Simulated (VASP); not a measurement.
# BAs (I-4m2) in VASP: single point with LDA

Aim: the single point of BAs with LDA.

Program: VASP 6.6.1. These are calculated values, not measurements. Logs are shortened: lines on timing, memory, paths and dates and some standing lists are left out, and cuts for length are marked.

## (1) The cell of the first run

It takes space group I-4m2 (No. 119, tetragonal). The conventional cell has a = 3.323 Å, b = 3.323 Å, c = 4.935 Å, α = 90.00°, β = 90.00°, γ = 90.00°. B (site symmetry -4m2) has 4 As at 2.07 Å within 2.7 Å. Within 2.7 Å of As (site symmetry -4m2) lie 4 B at 2.07 Å.

## (2) Single point, LDA

INCAR reads:

```
SYSTEM = BAs
PREC     = Accurate       ! precision mode
ENCUT    = 520            ! plane-wave cutoff, eV
EDIFF    = 1E-6           ! SCF threshold, eV
ISMEAR   = -1             ! smearing method
SIGMA    = 0.2            ! smearing width, eV
LREAL    = .FALSE.        ! projectors in reciprocal space
LASPH    = .TRUE.         ! aspherical terms in the spheres
NELM     = 80             ! most SCF steps
ALGO     = Normal         ! electronic algorithm
ISIF     = 2              ! what is computed and relaxed
LWAVE    = .FALSE.        ! write WAVECAR
LCHARG   = .FALSE.        ! write CHGCAR
GGA      = CA             ! functional
NBANDS   = 11             ! bands
```

KPOINTS reads:

```
regular mesh
0
G
  12 12 12
  0 0 0
```

POSCAR reads:

```
BAs
1.0
    0.0000000000      2.3499690686      2.4674675221
    2.3499690686      0.0000000000      2.4674675221
    2.3499690686      2.3499690686      0.0000000000
B As
1 1
Direct
    0.0000000000      0.0000000000      0.0000000000
    0.7500000000      0.7500000000      0.7500000000
```

Potentials or basis: VASP PAW LDA potentials, release 64 (B, As).

Launch:

```
> cat potpaw_LDA.64/B/POTCAR potpaw_LDA.64/As/POTCAR > POTCAR
> mpirun -np 1 vasp_std > vasp.out
```

OUTCAR:

```text
SYSTEM = BAs
   PREC = Accurate
   ENCUT = 520
   EDIFF = 1E-6
   ISMEAR = -1
   LREAL = .FALSE.
   LASPH = .TRUE.
   NELM = 80
   ISIF = 2
   GGA = CA

 ion  position               nearest neighbor table
   1  0.000  0.000  0.000-   2 2.07   2 2.07   2 2.07   2 2.07
   2  0.750  0.750  0.750-   1 2.07   1 2.07   1 2.07   1 2.07

  LATTYP: Found a body centered tetragonal cell.
 ALAT       =     3.3233581280
 C/A-ratio  =     1.4849242405

  Lattice vectors:

 A1 = (  -2.3499690686,   0.0000000000,   2.4674675221)
 A2 = (   2.3499690686,   0.0000000000,   2.4674675221)
 A3 = (   0.0000000000,   2.3499690686,  -2.4674675221)

Analysis of symmetry for initial positions (statically):
=====================================================================
 Subroutine PRICEL returns:
 Original cell was already a primitive cell.

 Routine SETGRP: Setting up the symmetry group for a
 body centered tetragonal supercell.

 Subroutine GETGRP returns: Found  8 space group operations
 (whereof  8 operations were pure point group operations)
 out of a pool of 16 trial point group operations.

The static configuration has the point symmetry D_2d.

Analysis of symmetry for dynamics (positions and initial velocities):
=====================================================================
 Subroutine PRICEL returns:
 Original cell was already a primitive cell.

 Routine SETGRP: Setting up the symmetry group for a
 body centered tetragonal supercell.

 Subroutine GETGRP returns: Found  8 space group operations
 (whereof  8 operations were pure point group operations)
 out of a pool of 16 trial point group operations.

The dynamic configuration has the point symmetry D_2d.

 Subroutine INISYM returns: Found  8 space group operations
 (whereof  8 operations are pure point group operations),
 and found     1 'primitive' translations

----------------------------------------------------------------------------------------

                                     Primitive cell

  volume of cell :      27.2525

  direct lattice vectors                    reciprocal lattice vectors
     0.000000000  2.349969069  2.467467522    -0.212768758  0.212768758  0.202636912
     2.349969069  0.000000000  2.467467522     0.212768758 -0.212768758  0.202636912
     2.349969069  2.349969069  0.000000000     0.212768758  0.212768758 -0.202636912

  length of vectors
     3.407455150  3.407455150  3.323358128     0.362771012  0.362771012  0.362771012

  position of ions in fractional coordinates (direct lattice)
     0.000000000  0.000000000  0.000000000
     0.750000000  0.750000000  0.750000000

  ion indices of the primitive-cell ions
   primitive index   ion index
                 1           1
                 2           2

----------------------------------------------------------------------------------------

 KPOINTS: regular mesh

Automatic generation of k-mesh.
 Grid dimensions read from file:
 generate k-points for:   12   12   12

 Generating k-lattice:

  Cartesian coordinates                     Fractional coordinates (reciprocal lattice)
    -0.017730730  0.017730730  0.016886409     0.083333333  0.000000000  0.000000000
     0.017730730 -0.017730730  0.016886409     0.000000000  0.083333333  0.000000000
     0.017730730  0.017730730 -0.016886409     0.000000000  0.000000000  0.083333333

  Length of vectors
     0.030230918  0.030230918  0.030230918

  Shift w.r.t. Gamma in fractional coordinates (k-lattice)
     0.000000000  0.000000000  0.000000000

 Subroutine IBZKPT returns following result:
 ===========================================

 Found    163 irreducible k-points:

 Following reciprocal coordinates:
            Coordinates               Weight
  0.000000  0.000000  0.000000      1.000000
  0.083333  0.000000  0.000000      8.000000
  0.166667  0.000000  0.000000      8.000000
  0.250000  0.000000  0.000000      8.000000
  0.333333  0.000000  0.000000      8.000000
  0.416667  0.000000  0.000000      8.000000
[... 16 lines left out ...]
  0.500000  0.166667  0.000000      8.000000
 -0.416667  0.166667  0.000000      8.000000
 [... further k-points ...]
   k-points           NKPTS =    163   k-points in BZ     NKDIM =    163   number of bands    NBANDS=     11
   number of dos      NEDOS =    301   number of ions     NIONS =      2
   total plane-waves  NPLWV =  21952
   dimension x,y,z NGX =    28 NGY =   28 NGZ =   28
   dimension x,y,z NGXF=    56 NGYF=   56 NGZF=   56
   ions per type =               1   1
   NGX,Y,Z   is equivalent  to a cutoff of  13.66, 13.66, 14.01 a.u.
   NGXF,Y,Z  is equivalent  to a cutoff of  27.32, 27.32, 28.01 a.u.
 SYSTEM =  BAs
   PREC   = accura    normal or accurate (medium, high low for compatibility)
   ISTART =      0    job   : 0-new  1-cont  2-samecut
   ICHARG =      2    charge: 1-file 2-atom 10-const
   ISPIN  =      1    spin polarized calculation?
   LNONCOLLINEAR =      F non collinear calculations
   LSORBIT =      F    spin-orbit coupling
   LASPH  =      T    aspherical Exc in radial PAW
   ENCUT  =  520.0 eV  38.22 Ry    6.18 a.u.   6.34  6.34  6.18*2*pi/ulx,y,z
   NELM   =     80;   NELMIN=  2; NELMDL= -5     # of ELM steps
   EDIFF  = 0.1E-05   stopping-criterion for ELM
   LREAL  =      F    real-space projection
   EDIFFG = 0.1E-04   stopping-criterion for IOM
   NSW    =      0    number of steps for IOM
   IBRION =     -1    ionic relax: 0-MD 1-quasi-New 2-CG
   NFREE  =      0    steps in history (QN), initial steepest desc. (CG)
   ISIF   =      2    stress and relaxation
   ISYM   =      2    0-nonsym 1-usesym 2-fastsym
   POTIM  = 0.5000    time-step for ionic-motion
   TEBEG  =    0.0;   TEEND  =   0.0 temperature during run
   PSTRESS=    0.0 pullay stress
   NELECT =       8.0000    total number of electrons
   NUPDOWN=      -1.0000    fix difference up-down
   EMIN   =  10.00;   EMAX   =-10.00  energy-range for DOS
   EFERMI =   0.00;   METHOD = LEGACY
   ISMEAR =    -1;   SIGMA  =   0.20  broadening in eV -4-tet -1-fermi 0-gaus
   EFERMI_NEDOS =   21; number of points for ismear=-14 and -15
   IALGO  =     38    algorithm
   IMIX   =      4    mixing-type and parameters
     AMIX     =   0.40;   BMIX     =  1.00
     AMIX_MAG =   1.60;   BMIX_MAG =  1.00
  volume/ion in A,a.u.               =      13.63        91.95
  Fermi-wavevector in a.u.,A,eV,Ry     =   1.088018  2.056057 16.106360  1.183784
  Thomas-Fermi vector in A             =   2.224191
   LORBIT       =      0    0 simple, 1 ext, 2 COOP (PROOUT), +10 PAW based schemes
   GGA     = CA    functional components
   LHFCALC =     F    Hartree Fock is set to
   AEXX    =    0.0000 exact exchange contribution
   IVDW    =     0    specifies the selected vdW correction
   LEPSILON=     F    determine dielectric tensor
   LRPA    =     F    only Hartree local field effects (RPA)
 non-spin polarized calculation
  energy-cutoff  :      520.00
  volume of cell :       27.25
 maximum number of plane-waves:       749
 NGX is ok and might be reduce to    28
   NGX = 13   NGY = 13   NGZ = 13

 number of electron       8.0000000 magnetization

 Free energy of the ion-electron system (eV)
  ---------------------------------------------------
  ext. energy  EPLUGINS =         0.00000000
  ---------------------------------------------------
  free energy    TOTEN  =       -12.89276687 eV

  energy without entropy =      -12.88864209  energy(sigma->0) =      -12.89070448

 E-fermi :   6.6518     XC(G=0): -10.7864

 val. band max:        6.3236023971   @ k =   0.0000   0.0000   0.0000
 cond. band min:       7.0860581768   @ k =   0.4167   0.0000   0.4167
 fundamental gap:      0.7624557797
 Fermi energy:         6.6518249354

 k-point     1 :       0.0000    0.0000    0.0000
  band No.  band energies     occupation
      1      -9.2176      2.00000
      2       5.8246      1.96853
      3       6.3236      1.67537
      4       6.3236      1.67537
      5       9.3192      0.00000
      6       9.3192      0.00000
      7       9.6266      0.00000
      8      10.8184      0.00000
      9      15.5283      0.00000
     10      18.4121      0.00000
     11      19.4289      0.00000

 k-point     2 :       0.0833    0.0000    0.0000
  band No.  band energies     occupation
      1      -9.1037      2.00000
      2       5.0735      1.99925
      3       5.8177      1.96959
      4       6.1139      1.87285
      5       9.4463      0.00000
      6       9.6146      0.00000
      7       9.8996      0.00000
      8      11.4462      0.00000
      9      15.9862      0.00000
     10      17.6070      0.00000
     11      18.8103      0.00000

 k-point     3 :       0.1667    0.0000    0.0000
  band No.  band energies     occupation
      1      -8.7656      2.00000
      2       3.2080      2.00000
      3       5.2864      1.99783
      4       5.6785      1.98472
      5       9.3474      0.00000
      6      10.2460      0.00000
      7      10.4095      0.00000
      8      12.7578      0.00000
      9      16.7439      0.00000
     10      17.2373      0.00000
     11      17.8490      0.00000

 k-point     4 :       0.2500    0.0000    0.0000
  band No.  band energies     occupation
      1      -8.2183      2.00000
      2       1.2399      2.00000
      3       4.7800      1.99983
      4       5.2478      1.99821
      5       9.1079      0.00001
      6      10.8124      0.00000
      7      10.8134      0.00000
      8      13.9651      0.00000
      9      16.8651      0.00000
     10      17.5830      0.00000
     11      17.6708      0.00000

 k-point     5 :       0.3333    0.0000    0.0000
  band No.  band energies     occupation
      1      -7.5031      2.00000
      2      -0.5556      2.00000
      3       4.3803      1.99998
      4       4.9153      1.99966
      5       8.8915      0.00003
      6      10.9279      0.00000
      7      11.0852      0.00000
      8      14.7135      0.00000
      9      17.2994      0.00000
     10      18.1616      0.00000
     11      18.4290      0.00000
[... 211 lines left out ...]
 k-point    21 :       0.3333    0.1667    0.0000
  band No.  band energies     occupation
      1      -7.6762      2.00000
      2       0.7124      2.00000
      3       3.3419      2.00000
      4       3.9026      2.00000
      5       9.1831      0.00001
      6      11.4588      0.00000
      7      12.4949      0.00000
      8      12.9048      0.00000
      9      16.8228      0.00000
     10      19.2869      0.00000
     11      20.1774      0.00000

 k-point    22 :       0.4167    0.1667    0.0000
  band No.  band energies     occupation
      1      -6.9472      2.00000
      2      -0.8165      2.00000
      3       2.6919      2.00000
      4       3.7954      2.00000
      5       9.3714      0.00000
      6      11.4633      0.00000
      7      12.9143      0.00000
      8      13.4092      0.00000
      9      17.5621      0.00000
     10      19.7056      0.00000
     11      20.8162      0.00000

 k-point    23 :       0.5000    0.1667    0.0000
  band No.  band energies     occupation
      1      -6.2535      2.00000
      2      -1.9749      2.00000
      3       2.2057      2.00000
      4       3.8787      2.00000
      5       9.5199      0.00000
      6      11.3611      0.00000
      7      12.6515      0.00000
      8      14.7218      0.00000
      9      17.6493      0.00000
     10      20.2670      0.00000
     11      20.7009      0.00000

 k-point    24 :      -0.4167    0.1667    0.0000
  band No.  band energies     occupation
      1      -6.0647      2.00000
      2      -2.2369      2.00000
      3       1.9191      2.00000
      4       4.1405      1.99999
      5       9.7518      0.00000
      6      11.3393      0.00000
      7      12.2942      0.00000
      8      15.2760      0.00000
      9      17.8086      0.00000
     10      18.9885      0.00000
     11      20.3900      0.00000

 [... further k-points ...]
[... 5 lines left out ...]
  --------------------------------------------------------------------------------------
  -------------------------------------------------------------------------------------
  Total        0.0803893      0.0803893     -1.7449168      0.0000000     -0.0000000     -0.0000000
  in kB        4.7261016      4.7261016   -102.5839898      0.0000000     -0.0000000     -0.0000000
  external PRESSURE =     -31.0439288 kB  Pullay stress =       0.0000000 kB

 VOLUME and BASIS-vectors are now :
 -----------------------------------------------------------------------------
  energy-cutoff  :      520.00
  volume of cell :       27.25
      direct lattice vectors                 reciprocal lattice vectors
     0.000000000  2.349969069  2.467467522    -0.212768758  0.212768758  0.202636912
     2.349969069  0.000000000  2.467467522     0.212768758 -0.212768758  0.202636912
     2.349969069  2.349969069  0.000000000     0.212768758  0.212768758 -0.202636912

 POSITION                                       TOTAL-FORCE (eV/Angst)
 -----------------------------------------------------------------------------------
      0.00000      0.00000      0.00000         0.000000      0.000000      0.000000
      3.52495      3.52495      3.70120        -0.000000     -0.000000     -0.000000
 -----------------------------------------------------------------------------------
    total drift:                                0.000000      0.000000      0.000000

  FREE ENERGIE OF THE ION-ELECTRON SYSTEM (eV)
  ---------------------------------------------------
  free  energy   TOTEN  =       -12.8927668687 eV

  energy  without entropy=      -12.8886420890  energy(sigma->0) =      -12.89070448
```

It took 40 s on 1 thread of Intel Xeon 6975P-C (Granite Rapids), shared host; peak memory 0.17 GiB.

What came out:

| Property | Result |
| --- | --- |
| Free energy | -12.8928 eV |
| Pressure | -3.1 GPa |
| Band gap on the k mesh | 0.76 eV, indirect (least direct gap 3.00 eV) |

Stress tensor (GPa, compression positive):
```
  0.47   0.00   0.00
  0.00   0.47   0.00
  0.00   0.00 -10.26
```

 A k mesh can miss the band edges.
